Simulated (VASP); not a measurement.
# P (Fd-3m) in VASP: a series of runs, part 2 of 2

VASP 6.6.1. Earlier steps stand in the parts before.

## Step 4: Single point, PBE (volume scaled by 0.8)

INCAR reads:

```
SYSTEM = P
  PREC = Accurate
  ENCUT = 520
  EDIFF = 1E-6
  ISMEAR = -1
  SIGMA = 0.1
  LREAL = .FALSE.
  LASPH = .TRUE.
  NELM = 60
  ALGO = Normal
  ISIF = 2
  LWAVE = .FALSE.
  LCHARG = .FALSE.
  GGA = PE
  NBANDS = 12
```

KPOINTS reads:

```
regular mesh
0
G
  12 12 12
  0 0 0
```

POSCAR reads:

```
P
1.0
    0.0000000000      2.5474101896      2.5474101896
    2.5474101896      0.0000000000      2.5474101896
    2.5474101896      2.5474101896      0.0000000000
P
2
Direct
   -0.1250000000     -0.1250000000     -0.1250000000
    0.1250000000      0.1250000000      0.1250000000
```

Potentials or basis: VASP PAW PBE potentials, release 64 (P).

Run with:

```bash
> cat potpaw_PBE.64/P/POTCAR > POTCAR
> mpirun -np 1 vasp_std > vasp.out
```

OUTCAR:

```text
SYSTEM = P
   PREC = Accurate
   ENCUT = 520
   EDIFF = 1E-6
   ISMEAR = -1
   LREAL = .FALSE.
   LASPH = .TRUE.
   NELM = 60
   ISIF = 2
   GGA = PE

 ion  position               nearest neighbor table
   1  0.875  0.875  0.875-   2 2.21   2 2.21   2 2.21   2 2.21
   2  0.125  0.125  0.125-   1 2.21   1 2.21   1 2.21   1 2.21

  LATTYP: Found a face centered cubic cell.
 ALAT       =     5.0948203792

  Lattice vectors:

 A1 = (   0.0000000000,   2.5474101896,   2.5474101896)
 A2 = (   2.5474101896,   0.0000000000,   2.5474101896)
 A3 = (   2.5474101896,   2.5474101896,   0.0000000000)

Analysis of symmetry for initial positions (statically):
=====================================================================
 Subroutine PRICEL returns:
 Original cell was already a primitive cell.

 Routine SETGRP: Setting up the symmetry group for a
 face centered cubic supercell.

 Subroutine GETGRP returns: Found 48 space group operations
 (whereof 12 operations were pure point group operations)
 out of a pool of 48 trial point group operations.

The static configuration has the point symmetry D_3d.
 The point group associated with its full space group is O_h .

Analysis of symmetry for dynamics (positions and initial velocities):
=====================================================================
 Subroutine PRICEL returns:
 Original cell was already a primitive cell.

 Routine SETGRP: Setting up the symmetry group for a
 face centered cubic supercell.

 Subroutine GETGRP returns: Found 48 space group operations
 (whereof 12 operations were pure point group operations)
 out of a pool of 48 trial point group operations.

The dynamic configuration has the point symmetry D_3d.
 The point group associated with its full space group is O_h .

 Subroutine INISYM returns: Found 48 space group operations
 (whereof 12 operations are pure point group operations),
 and found     1 'primitive' translations

----------------------------------------------------------------------------------------

                                     Primitive cell
[... 116 lines left out ...]
   GGA     = PE    functional components
   LHFCALC =     F    Hartree Fock is set to
   AEXX    =    0.0000 exact exchange contribution
   IVDW    =     0    specifies the selected vdW correction
   LEPSILON=     F    determine dielectric tensor
   LRPA    =     F    only Hartree local field effects (RPA)
 non-spin polarized calculation
  energy-cutoff  :      520.00
  volume of cell :       33.06
 maximum number of plane-waves:       911
   NGX = 13   NGY = 13   NGZ = 13

 number of electron      10.0000000 magnetization

 number of electron       9.9999998 magnetization

 Free energy of the ion-electron system (eV)
  ---------------------------------------------------
  ext. energy  EPLUGINS =         0.00000000
  ---------------------------------------------------
  free energy    TOTEN  =        -9.36410342 eV

  energy without entropy =       -9.32982422  energy(sigma->0) =       -9.34696382

 E-fermi :   8.6573     XC(G=0): -10.4938

 val. band max:        8.6495400816   @ k =  -0.4167   0.4167   0.1667
 cond. band min:       8.6912138388   @ k =  -0.0833   0.0833   0.0000
 fundamental gap:      0.0416737572
 Fermi energy:         8.6573066563

 k-point     1 :       0.0000    0.0000    0.0000
  band No.  band energies     occupation
      1      -8.4192      2.00000
      2       4.8845      2.00000
      3       4.8845      2.00000
      4       4.8845      2.00000
      5       7.1276      2.00000
      6       8.3279      1.92847
      7       8.3279      1.92847
      8       8.3279      1.92847
      9      15.0352      0.00000
     10      15.0352      0.00000
     11      15.0662      0.00000
     12      19.1979      0.00000
[... 331 lines left out ...]
 k-point    24 :      -0.4167    0.1667    0.0000
  band No.  band energies     occupation
      1      -5.7448      2.00000
      2      -2.5621      2.00000
      3       1.8713      2.00000
      4       3.2853      2.00000
      5       7.8175      1.99955
      6       9.9550      0.00000
      7      10.6022      0.00000
      8      14.3271      0.00000
      9      15.0433      0.00000
     10      15.9166      0.00000
     11      18.8927      0.00000
     12      20.5018      0.00000

 [... further k-points ...]
[... 5 lines left out ...]
  --------------------------------------------------------------------------------------
  -------------------------------------------------------------------------------------
  Total        2.9344120      2.9344120      2.9344120      0.0000000      0.0000000      0.0000000
  in kB      142.2017805    142.2017805    142.2017805      0.0000000      0.0000000      0.0000000
  external PRESSURE =     142.2017805 kB  Pullay stress =       0.0000000 kB

 VOLUME and BASIS-vectors are now :
 -----------------------------------------------------------------------------
  energy-cutoff  :      520.00
  volume of cell :       33.06
      direct lattice vectors                 reciprocal lattice vectors
     0.000000000  2.547410190  2.547410190    -0.196277773  0.196277773  0.196277773
     2.547410190  0.000000000  2.547410190     0.196277773 -0.196277773  0.196277773
     2.547410190  2.547410190  0.000000000     0.196277773  0.196277773 -0.196277773

 POSITION                                       TOTAL-FORCE (eV/Angst)
 -----------------------------------------------------------------------------------
      4.45797      4.45797      4.45797         0.000000      0.000000      0.000000
      0.63685      0.63685      0.63685        -0.000000     -0.000000     -0.000000
 -----------------------------------------------------------------------------------
    total drift:                               -0.000000     -0.000000     -0.000000

  FREE ENERGIE OF THE ION-ELECTRON SYSTEM (eV)
  ---------------------------------------------------
  free  energy   TOTEN  =        -9.3641034180 eV

  energy  without entropy=       -9.3298242225  energy(sigma->0) =       -9.34696382
```

OSZICAR:

```text
N       E                     dE             d eps       ncg     rms          rms(c)
DAV:   1     0.182856032877E+02    0.18286E+02   -0.43617E+03  1736   0.710E+02
DAV:   2    -0.842060174023E+01   -0.26706E+02   -0.25578E+02  2300   0.108E+02
DAV:   3    -0.945413459315E+01   -0.10335E+01   -0.10242E+01  2248   0.196E+01
DAV:   4    -0.946225887874E+01   -0.81243E-02   -0.81199E-02  2096   0.206E+00
DAV:   5    -0.946233954560E+01   -0.80667E-04   -0.80664E-04  2268   0.199E-01    0.999E+00
DAV:   6    -0.939592020669E+01    0.66419E-01   -0.28454E-02  2052   0.839E-01    0.596E+00
DAV:   7    -0.936439636823E+01    0.31524E-01   -0.51893E-02  2100   0.119E+00    0.128E-01
DAV:   8    -0.936409805216E+01    0.29832E-03   -0.30424E-03  2032   0.332E-01    0.527E-02
DAV:   9    -0.936410094259E+01   -0.28904E-05   -0.49707E-05  2208   0.486E-02    0.338E-02
DAV:  10    -0.936410378285E+01   -0.28403E-05   -0.27806E-06  2044   0.120E-02    0.785E-03
DAV:  11    -0.936410341805E+01    0.36481E-06   -0.33476E-07  1272   0.337E-03
   1 F= -.93641034E+01 E0= -.93469638E+01  d E =-.342792E-01
```

Run time: 37 s. Hardware: 1 thread of AMD EPYC 7R43 (Zen 3), shared host; peak memory 0.12 GiB.

Results:

```
Free energy            : -9.3641 eV
Pressure               : 14.2 GPa
Band gap on the k mesh : zero (band 5 reaches 10.71 eV, above the bottom of band 6 at 6.75 eV)
```

## Step 5: Single point, PBE (volume scaled by 0.8)

INCAR reads:

```
PREC = Accurate
ENCUT = 520
EDIFF = 1E-7
ISMEAR = -1
SIGMA = 0.1
LREAL = F
LASPH = T
NELM = 100
ALGO = Normal
ISIF = 2
LWAVE = F
LCHARG = F
GGA = PE
NBANDS = 12
```

KPOINTS reads:

```
Automatic mesh
0
Gamma
  12 12 12
```

POSCAR is that of step 4.

Potentials or basis: VASP PAW PBE potentials, release 64 (P).

Run with:

```bash
> cat potpaw_PBE.64/P/POTCAR > POTCAR
> mpirun -np 1 vasp_std > vasp.out
```

OUTCAR:

```text
PREC = Accurate
   ENCUT = 520
   EDIFF = 1E-7
   ISMEAR = -1
   LREAL = F
   LASPH = T
   NELM = 100
   ISIF = 2
   GGA = PE

 ion  position               nearest neighbor table
   1  0.875  0.875  0.875-   2 2.21   2 2.21   2 2.21   2 2.21
   2  0.125  0.125  0.125-   1 2.21   1 2.21   1 2.21   1 2.21

  LATTYP: Found a face centered cubic cell.
 ALAT       =     5.0948203792

  Lattice vectors:

 A1 = (   0.0000000000,   2.5474101896,   2.5474101896)
 A2 = (   2.5474101896,   0.0000000000,   2.5474101896)
 A3 = (   2.5474101896,   2.5474101896,   0.0000000000)

Analysis of symmetry for initial positions (statically):
=====================================================================
 Subroutine PRICEL returns:
 Original cell was already a primitive cell.

 Routine SETGRP: Setting up the symmetry group for a
 face centered cubic supercell.

 Subroutine GETGRP returns: Found 48 space group operations
 (whereof 12 operations were pure point group operations)
 out of a pool of 48 trial point group operations.

The static configuration has the point symmetry D_3d.
[... 167 lines left out ...]
 cond. band min:       8.6912353238   @ k =  -0.0833   0.0833   0.0000
 fundamental gap:      0.0416725036
 Fermi energy:         8.6573300915

 k-point     1 :       0.0000    0.0000    0.0000
  band No.  band energies     occupation
      1      -8.4192      2.00000
      2       4.8845      2.00000
      3       4.8845      2.00000
      4       4.8845      2.00000
      5       7.1277      2.00000
      6       8.3279      1.92848
      7       8.3279      1.92848
      8       8.3279      1.92848
      9      15.0352      0.00000
     10      15.0352      0.00000
     11      15.0663      0.00000
     12      19.1979      0.00000
[... 331 lines left out ...]
 k-point    24 :      -0.4167    0.1667    0.0000
  band No.  band energies     occupation
      1      -5.7448      2.00000
      2      -2.5621      2.00000
      3       1.8714      2.00000
      4       3.2853      2.00000
      5       7.8175      1.99955
      6       9.9550      0.00000
      7      10.6022      0.00000
      8      14.3271      0.00000
      9      15.0434      0.00000
     10      15.9166      0.00000
     11      18.8927      0.00000
     12      20.5018      0.00000

 [... further k-points ...]
[... 5 lines left out ...]
  --------------------------------------------------------------------------------------
  -------------------------------------------------------------------------------------
  Total        2.9341854      2.9341854      2.9341854     -0.0000000      0.0000000      0.0000000
  in kB      142.1907991    142.1907991    142.1907991     -0.0000000      0.0000000      0.0000000
  external PRESSURE =     142.1907991 kB  Pullay stress =       0.0000000 kB

 VOLUME and BASIS-vectors are now :
 -----------------------------------------------------------------------------
  energy-cutoff  :      520.00
  volume of cell :       33.06
      direct lattice vectors                 reciprocal lattice vectors
     0.000000000  2.547410190  2.547410190    -0.196277773  0.196277773  0.196277773
     2.547410190  0.000000000  2.547410190     0.196277773 -0.196277773  0.196277773
     2.547410190  2.547410190  0.000000000     0.196277773  0.196277773 -0.196277773

 POSITION                                       TOTAL-FORCE (eV/Angst)
 -----------------------------------------------------------------------------------
      4.45797      4.45797      4.45797         0.000000      0.000000      0.000000
      0.63685      0.63685      0.63685        -0.000000     -0.000000     -0.000000
 -----------------------------------------------------------------------------------
    total drift:                               -0.000000     -0.000000     -0.000000

  FREE ENERGIE OF THE ION-ELECTRON SYSTEM (eV)
  ---------------------------------------------------
  free  energy   TOTEN  =        -9.3641033536 eV

  energy  without entropy=       -9.3298240244  energy(sigma->0) =       -9.34696369
```

OSZICAR:

```text
N       E                     dE             d eps       ncg     rms          rms(c)
DAV:   1     0.182856032877E+02    0.18286E+02   -0.43617E+03  1736   0.710E+02
DAV:   2    -0.842060174023E+01   -0.26706E+02   -0.25578E+02  2300   0.108E+02
DAV:   3    -0.945413459315E+01   -0.10335E+01   -0.10242E+01  2248   0.196E+01
DAV:   4    -0.946225887874E+01   -0.81243E-02   -0.81199E-02  2096   0.206E+00
DAV:   5    -0.946233954560E+01   -0.80667E-04   -0.80664E-04  2268   0.199E-01    0.999E+00
DAV:   6    -0.939592020669E+01    0.66419E-01   -0.28454E-02  2052   0.839E-01    0.596E+00
DAV:   7    -0.936439636823E+01    0.31524E-01   -0.51893E-02  2100   0.119E+00    0.128E-01
DAV:   8    -0.936409805216E+01    0.29832E-03   -0.30424E-03  2032   0.332E-01    0.527E-02
DAV:   9    -0.936410094259E+01   -0.28904E-05   -0.49707E-05  2208   0.486E-02    0.338E-02
DAV:  10    -0.936410378281E+01   -0.28402E-05   -0.27815E-06  2088   0.120E-02    0.785E-03
DAV:  11    -0.936410342145E+01    0.36137E-06   -0.36011E-07  2132   0.336E-03    0.162E-03
DAV:  12    -0.936410335356E+01    0.67889E-07   -0.11048E-08  1244   0.762E-04
   1 F= -.93641034E+01 E0= -.93469637E+01  d E =-.342793E-01
```

stdout:

```text
POSCAR found type information on POSCAR P
 POSCAR found :  1 types and       2 ions
 scaLAPACK will be used
 LDA part: xc-table for (Slater+PW92), standard interpolation
 POSCAR, INCAR and KPOINTS ok, starting setup
 FFT: planning ... GRIDC
 FFT: planning ... GRID_SOFT
 FFT: planning ... GRID
 WAVECAR not read
 entering main loop
```

It took 33 s on 1 thread of AMD EPYC 7R43 (Zen 3), shared host; peak memory 0.12 GiB.

Results:

```yaml
Free_energy: -9.3641 eV
Pressure: 14.2 GPa
Band_gap_on_the_k_mesh: zero (band 5 reaches 10.71 eV, above the bottom of band 6 at 6.75 eV)
```

Levels at points of the mesh, in eV from the Fermi level:
```
           k point  band 1  band 2  band 3  band 4  band 5  band 6  band 7  band 8  band 9  band 10
(0.00, 0.00, 0.00)  -17.08   -3.77   -3.77   -3.77   -1.53   -0.33   -0.33   -0.33    6.38     6.38
(0.50, 0.00, 0.00)  -14.70  -11.30   -5.01   -5.01   -2.12    0.90    0.90    6.29    9.17     9.39
(0.50, 0.50, 0.00)  -12.69  -12.69   -6.62   -6.62   -1.91   -1.91    7.15    7.15    9.69     9.69
```

## Step 6: Summary

| cell | gap on the mesh (eV) | pressure (GPa) |
| --- | --- | --- |
| a = 3.273 Å, angles 60.0°, 2 atoms | none | 68.5 |
| a = 3.446 Å, angles 60.0°, 2 atoms | none | 30.4 |
| a = 3.603 Å, angles 60.0°, 2 atoms | none | 14.2 |

Alike in all rows: task single point; level PBE; potentials or basis VASP PAW PBE potentials, release 64 (P); no spin polarisation; k mesh 12 × 12 × 12; cutoff (eV) 520; smearing fermi-dirac 0.1 eV.

Total energies depend on the potentials used, so only differences within one code and one set of settings carry meaning.
